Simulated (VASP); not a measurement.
Input of a VASP 6.6.1 run:

INCAR

```
SYSTEM = TiH4
PREC = Accurate ; ENCUT = 520
EDIFF = 1E-6 ; ISMEAR = 0
SIGMA = 0.1 ; LREAL = .False.
LASPH = .True. ; NELM = 100
ALGO = Normal ; ISIF = 2
LWAVE = .False. ; LCHARG = .False.
GGA = PE ; NBANDS = 27
```

Contents of KPOINTS:

```
Automatic mesh
0
Gamma
  6 4 4
  0 0 0
```

The input POSCAR:

```
TiH4
1.0
    2.9699959963     -0.0115976869      0.0017779787
    0.0335847190      5.5048799861     -0.0049696605
    0.0849762424      0.0751518904      5.1894163984
Ti H
2 8
Direct
    0.0117146682      0.4712242836     -0.0016374981
    0.5116763180      0.4708002991      0.4983339439
    0.0988446972      0.8262793183      0.9629370313
    0.5959855315      0.8257797651      0.4595240138
    0.8652748445      0.8173558153      0.0418587400
    0.3682194513      0.8170809088      0.5439147517
    0.5138025239      0.5828965241      0.8291844446
    0.0136944435      0.5826879151      0.3295632292
    0.0103687890      0.3028655532      0.6683205759
    0.5104187328      0.3030296173      0.1680007680
```

Potentials or basis: VASP PAW PBE potentials, release 64 (Ti_sv, H).

Run with:

```bash
$ cat potpaw_PBE.64/Ti_sv/POTCAR potpaw_PBE.64/H/POTCAR > POTCAR
$ mpirun -np 1 vasp_std > vasp.out
```

Task: Estimate the band gap on the k mesh.

Result: Zero (bands 16 and 17 overlap by 0.68 eV).

Task: What does it give for the largest force?

Result: 0.014 eV/Å.

Task: What does it give for the pressure?

Result: -0.1 GPa.

Stress tensor (GPa, compression positive):
```
-0.16 -0.02  0.00
-0.02  0.02  0.02
 0.00  0.02 -0.05
```
